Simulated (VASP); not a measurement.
# Ag (P6/mmm) in VASP: further runs, part 2 of 2

VASP 6.6.1.

## 5. Single point, PBEsol

INCAR reads:

```
PREC = Accurate ; ENCUT = 520
EDIFF = 1E-7 ; ISMEAR = 0
SIGMA = 0.1 ; LREAL = F
LASPH = T ; NELM = 60
ALGO = Fast ; ISIF = 2
LWAVE = F ; LCHARG = T
GGA = PS ; LELF = T
LVHAR = T ; NBANDS = 24
```

KPOINTS reads:

```
Automatic mesh
0
Gamma
  12 12 16
```

POSCAR reads:

```
Ag
1.0
    4.6209008402      0.0000000000      0.0000000000
   -2.3104504201      4.0018175160      0.0000000000
    0.0000000000      0.0000000000      2.7605357905
Ag
3
Direct
    0.0000000000      0.0000000000      0.0000000000
    0.3333333333      0.6666666667      0.5000000000
    0.6666666667      0.3333333333      0.5000000000
```

Command:

```
> cat potpaw_PBE.64/Ag/POTCAR > POTCAR
> mpirun -np 1 vasp_std > vasp.out
```

It took 5.3 min on 1 thread of AMD EPYC 7R43 (Zen 3), shared host; peak memory 0.25 GiB.

It converged, with:

```yaml
Free_energy: -9.7009 eV
Pressure: -0.2 GPa
```

Levels at points of the mesh, in eV from the Fermi level:
```csv
k point,band 14,band 15,band 16,band 17,band 18,band 19
"(0.00, 0.00, 0.00)",-3.90,-2.84,-2.84,4.60,4.60,4.60
"(0.50, 0.00, 0.00)",-3.12,-3.11,-2.78,-2.68,-0.24,3.98
"(0.00, 0.00, 0.50)",-3.04,-2.38,-0.39,0.28,7.00,7.53
"(0.50, 0.00, 0.50)",-2.84,-2.59,0.76,0.94,3.51,3.59
```

Caveat: the PAW data sets were made with another functional, which shifts forces and pressure a little.

## 6. Relaxation of cell and atoms, PBEsol

INCAR reads:

```
PREC = Accurate
ENCUT = 600
EDIFF = 1E-6
ISMEAR = 0
SIGMA = 0.1
LREAL = False
LASPH = True
NELM = 100
ALGO = Fast
ISIF = 3
LWAVE = False
LCHARG = False
GGA = PS
IBRION = 2
NSW = 100
EDIFFG = -0.01
```

KPOINTS is that of step 5.

POSCAR reads:

```
Ag
1.0
    4.6569077874      0.0000000000      0.0000000000
   -2.3284538937      4.0330004469      0.0000000000
    0.0000000000      0.0000000000      2.7218625350
Ag
3
Direct
    0.0000000000      0.0000000000      0.0000000000
    0.3333333333      0.6666666667      0.5000000000
    0.6666666667      0.3333333333      0.5000000000
```

Potentials or basis: VASP PAW PBE potentials, release 64 (Ag).

Command:

```
> cat potpaw_PBE.64/Ag/POTCAR > POTCAR
> mpirun -np 1 vasp_std > vasp.out
```

OUTCAR:

```text
PREC = Accurate
   ENCUT = 600
   EDIFF = 1E-6
   ISMEAR = 0
   LREAL = False
   LASPH = True
   NELM = 100
   ISIF = 3
   GGA = PS
   IBRION = 2
   NSW = 100
   EDIFFG = -0.01

 ion  position               nearest neighbor table
   1  0.000  0.000  0.000-   2 3.01   3 3.01   2 3.01   3 3.01   2 3.01   2 3.01   3 3.01   3 3.01
                             3 3.01   3 3.01   2 3.01   2 3.01
   2  0.333  0.667  0.500-   3 2.69   3 2.69   3 2.69   1 3.01   1 3.01   1 3.01   1 3.01   1 3.01
                             1 3.01
   3  0.667  0.333  0.500-   2 2.69   2 2.69   2 2.69   1 3.01   1 3.01   1 3.01   1 3.01   1 3.01
                             1 3.01

  LATTYP: Found a hexagonal cell.
 ALAT       =     4.6569077874
 C/A-ratio  =     0.5844785122

  Lattice vectors:

 A1 = (   4.6569077874,   0.0000000000,   0.0000000000)
 A2 = (  -2.3284538937,   4.0330004469,   0.0000000000)
 A3 = (   0.0000000000,   0.0000000000,   2.7218625350)

Analysis of symmetry for initial positions (statically):
=====================================================================
 Subroutine PRICEL returns:
 Original cell was already a primitive cell.

 Routine SETGRP: Setting up the symmetry group for a
 hexagonal supercell.

 Subroutine GETGRP returns: Found 24 space group operations
 (whereof 24 operations were pure point group operations)
 out of a pool of 24 trial point group operations.

The static configuration has the point symmetry D_6h.

Analysis of symmetry for dynamics (positions and initial velocities):
=====================================================================
 Subroutine PRICEL returns:
 Original cell was already a primitive cell.

 Routine SETGRP: Setting up the symmetry group for a
 hexagonal supercell.

 Subroutine GETGRP returns: Found 24 space group operations
 (whereof 24 operations were pure point group operations)
 out of a pool of 24 trial point group operations.

The dynamic configuration has the point symmetry D_6h.

 Subroutine INISYM returns: Found 24 space group operations
 (whereof 24 operations are pure point group operations),
 and found     1 'primitive' translations

----------------------------------------------------------------------------------------

                                     Primitive cell

  volume of cell :      51.1201

  direct lattice vectors                    reciprocal lattice vectors
     4.656907787  0.000000000  0.000000000     0.214734765  0.123977174  0.000000000
    -2.328453894  4.033000447  0.000000000     0.000000000  0.247954349  0.000000000
     0.000000000  0.000000000  2.721862535     0.000000000  0.000000000  0.367395483

  length of vectors
     4.656907787  4.656907787  2.721862535     0.247954349  0.247954349  0.367395483

  position of ions in fractional coordinates (direct lattice)
     0.000000000  0.000000000  0.000000000
     0.333333333  0.666666667  0.500000000
     0.666666667  0.333333333  0.500000000

  ion indices of the primitive-cell ions
   primitive index   ion index
                 1           1
                 2           2
                 3           3

[... 50 lines left out ...]
  0.250000 -0.000000  0.062500     12.000000
  0.333333 -0.000000  0.062500     12.000000
 [... further k-points ...]
   k-points           NKPTS =    171   k-points in BZ     NKDIM =    171   number of bands    NBANDS=     20
   number of dos      NEDOS =    301   number of ions     NIONS =      3
   total plane-waves  NPLWV =  38400
   dimension x,y,z NGX =    40 NGY =   40 NGZ =   24
   dimension x,y,z NGXF=    80 NGYF=   80 NGZF=   48
   ions per type =               3
   NGX,Y,Z   is equivalent  to a cutoff of  14.28, 14.28, 14.66 a.u.
   NGXF,Y,Z  is equivalent  to a cutoff of  28.56, 28.56, 29.32 a.u.
 SYSTEM =  unknown system
   PREC   = accura    normal or accurate (medium, high low for compatibility)
   ISTART =      0    job   : 0-new  1-cont  2-samecut
   ICHARG =      2    charge: 1-file 2-atom 10-const
   ISPIN  =      1    spin polarized calculation?
   LNONCOLLINEAR =      F non collinear calculations
   LSORBIT =      F    spin-orbit coupling
   LASPH  =      T    aspherical Exc in radial PAW
   ENCUT  =  600.0 eV  44.10 Ry    6.64 a.u.   9.30  9.30  5.44*2*pi/ulx,y,z
   NELM   =    100;   NELMIN=  2; NELMDL= -5     # of ELM steps
   EDIFF  = 0.1E-05   stopping-criterion for ELM
   LREAL  =      F    real-space projection
   EDIFFG = -.1E-01   stopping-criterion for IOM
   NSW    =    100    number of steps for IOM
   IBRION =      2    ionic relax: 0-MD 1-quasi-New 2-CG
   NFREE  =      1    steps in history (QN), initial steepest desc. (CG)
   ISIF   =      3    stress and relaxation
   ISYM   =      2    0-nonsym 1-usesym 2-fastsym
   POTIM  = 0.5000    time-step for ionic-motion
   TEBEG  =    0.0;   TEEND  =   0.0 temperature during run
   PSTRESS=    0.0 pullay stress
   NELECT =      33.0000    total number of electrons
   NUPDOWN=      -1.0000    fix difference up-down
   EMIN   =  10.00;   EMAX   =-10.00  energy-range for DOS
   EFERMI =   0.00;   METHOD = LEGACY
   ISMEAR =     0;   SIGMA  =   0.10  broadening in eV -4-tet -1-fermi 0-gaus
   EFERMI_NEDOS =   21; number of points for ismear=-14 and -15
   IALGO  =     68    algorithm
   IMIX   =      4    mixing-type and parameters
     AMIX     =   0.40;   BMIX     =  1.00
     AMIX_MAG =   1.60;   BMIX_MAG =  1.00
  volume/ion in A,a.u.               =      17.04       114.99
  Fermi-wavevector in a.u.,A,eV,Ry     =   1.414866  2.673710 27.236783  2.001847
  Thomas-Fermi vector in A             =   2.536364
   LORBIT       =      0    0 simple, 1 ext, 2 COOP (PROOUT), +10 PAW based schemes
   GGA     = PS    functional components
   LHFCALC =     F    Hartree Fock is set to
   AEXX    =    0.0000 exact exchange contribution
   IVDW    =     0    specifies the selected vdW correction
   LEPSILON=     F    determine dielectric tensor
   LRPA    =     F    only Hartree local field effects (RPA)
 conjugate gradient relaxation of ions
 non-spin polarized calculation
 RMM-DIIS sequential band-by-band and
 Gauss-broadening in eV      SIGMA  =   0.10
  energy-cutoff  :      600.00
  volume of cell :       51.12
 maximum number of plane-waves:      1727
 NGX is ok and might be reduce to    40
   NGX = 19   NGY = 19   NGZ = 11

--------------------------------------- Ionic step        1  -------------------------------------------

 number of electron      32.9999997 magnetization

 Free energy of the ion-electron system (eV)
  ---------------------------------------------------
  ext. energy  EPLUGINS =         0.00000000
  ---------------------------------------------------
  free energy    TOTEN  =        -9.69216839 eV

  energy without entropy =       -9.68795792  energy(sigma->0) =       -9.69006315

------------------------ aborting loop because EDIFF is reached ----------------------------------------

  FORCE on cell =-STRESS in cart. coord.  units (eV):
  Direction    XX          YY          ZZ          XY          YZ          ZX
  --------------------------------------------------------------------------------------
  -------------------------------------------------------------------------------------
  Total       -0.5122808     -0.5122808      0.7339020      0.0000000      0.0000000     -0.0000000
  in kB      -16.0556010    -16.0556010     23.0015211      0.0000000      0.0000000     -0.0000000
  external PRESSURE =      -3.0365603 kB  Pullay stress =       0.0000000 kB
[... 135 lines left out ...]
--------------------------------------- Ionic step        5  -------------------------------------------

 number of electron      32.9999999 magnetization

 Free energy of the ion-electron system (eV)
  ---------------------------------------------------
  ext. energy  EPLUGINS =         0.00000000
  ---------------------------------------------------
  free energy    TOTEN  =        -9.70139148 eV

  energy without entropy =       -9.69760243  energy(sigma->0) =       -9.69949695

 E-fermi :   8.2994     XC(G=0): -12.4281

 val. band max:        8.2966104971   @ k =   0.2500   0.1667   0.1250
 cond. band min:       8.3197375335   @ k =   0.4167   0.0833   0.4375
 fundamental gap:      0.0231270363
 Fermi energy:         8.2993886429

 k-point     1 :       0.0000    0.0000    0.0000
  band No.  band energies     occupation
      1       0.4319      2.00000
      2       1.8829      2.00000
      3       2.9924      2.00000
      4       3.1907      2.00000
      5       3.2688      2.00000
      6       3.2688      2.00000
[... 541 lines left out ...]
     19      12.3727      0.00000
     20      17.2849      0.00000

 [... further k-points ...]

------------------------ aborting loop because EDIFF is reached ----------------------------------------

  FORCE on cell =-STRESS in cart. coord.  units (eV):
  Direction    XX          YY          ZZ          XY          YZ          ZX
  --------------------------------------------------------------------------------------
  -------------------------------------------------------------------------------------
  Total       -0.0012970     -0.0012970      0.0008078      0.0000000      0.0000000      0.0000000
  in kB       -0.0407974     -0.0407974      0.0254090      0.0000000      0.0000000      0.0000000
  external PRESSURE =      -0.0187286 kB  Pullay stress =       0.0000000 kB
[... 18 lines left out ...]
  FREE ENERGIE OF THE ION-ELECTRON SYSTEM (eV)
  ---------------------------------------------------
  free  energy   TOTEN  =        -9.7013914775 eV

  energy  without entropy=       -9.6976024303  energy(sigma->0) =       -9.69949695

 reached required accuracy - stopping structural energy minimisation
```

Run time: 17 min. Hardware: 1 thread of AMD EPYC 7R43 (Zen 3), shared host; peak memory 0.28 GiB.

Results:

* Free energy: -9.7014 eV
* Relaxed volume: 16.98 Å³/atom
* Relaxed cell: a = 4.618 Å, b = 4.618 Å, c = 2.758 Å, α = 90.00°, β = 90.00°, γ = 120.00°
* Space group after relaxing (to 0.05 Å): P6/mmm (No. 191)
* Energy gained by relaxing: 3.1 meV/atom
* Ionic steps: 5
* Pressure after relaxing: 0.0 GPa

The path:
```
step  energy change (eV)  largest force (eV/Å)  pressure (GPa)  volume (Å³)
   1              0.0000                0.0000           -0.30        51.12
   2             -0.0091                0.0000            0.15        50.87
   3             -0.0092                0.0000            0.19        50.86
   4             -0.0092                0.0000           -0.12        51.01
   5             -0.0092                0.0000            0.00        50.94
```

Final structure:
```xyz
3
Lattice="4.6177 0.0000 0.0000 -2.3089 3.9991 0.0000 0.0000 0.0000 2.7583" Properties=species:S:1:pos:R:3 pbc="T T T"
Ag    0.0000    0.0000    0.0000
Ag    0.0000    2.6660    1.3792
Ag    2.3089    1.3330    1.3792
```

Caveat: the PAW data sets were made with another functional, which shifts forces and pressure a little.

## 7. Overview

| task | cell | k mesh | cutoff (eV) | gap on the mesh (eV) | pressure (GPa) | relaxed volume (Å³/atom) |
| --- | --- | --- | --- | --- | --- | --- |
| single point | a = 4.657, b = 4.657, c = 2.722 Å, angles 90.0, 90.0, 120.0°, 3 atoms | 6 × 6 × 6 | 520 | none | -0.2 | - |
| single point | a = 4.849, b = 4.849, c = 2.973 Å, angles 90.0, 90.0, 120.0°, 3 atoms | 6 × 6 × 6 | 520 | none | -11.5 | - |
| relaxation of cell and atoms | relaxed from a = 4.849, b = 4.849, c = 2.973 Å, angles 90.0, 90.0, 120.0°, 3 atoms | 6 × 6 × 6 | 600 | none | -0.1 | 17.02 |
| single point | a = 4.621, b = 4.621, c = 2.761 Å, angles 90.0, 90.0, 120.0°, 3 atoms | 12 × 12 × 16 | 520 | none | -0.2 | - |
| relaxation of cell and atoms | relaxed from a = 4.657, b = 4.657, c = 2.722 Å, angles 90.0, 90.0, 120.0°, 3 atoms | 12 × 12 × 16 | 600 | none | 0.0 | 16.98 |

Alike in all rows: level PBEsol; potentials or basis VASP PAW PBE potentials, release 64 (Ag); no spin polarisation; smearing gaussian 0.1 eV.

Caveats: some runs use coarse meshes; the PAW data sets were made with another functional, which shifts forces and pressure a little; the volume moved by over 15 % at a fixed basis, so the end points are rough (some runs).

Absolute energies hang on the potentials; compare differences alone.
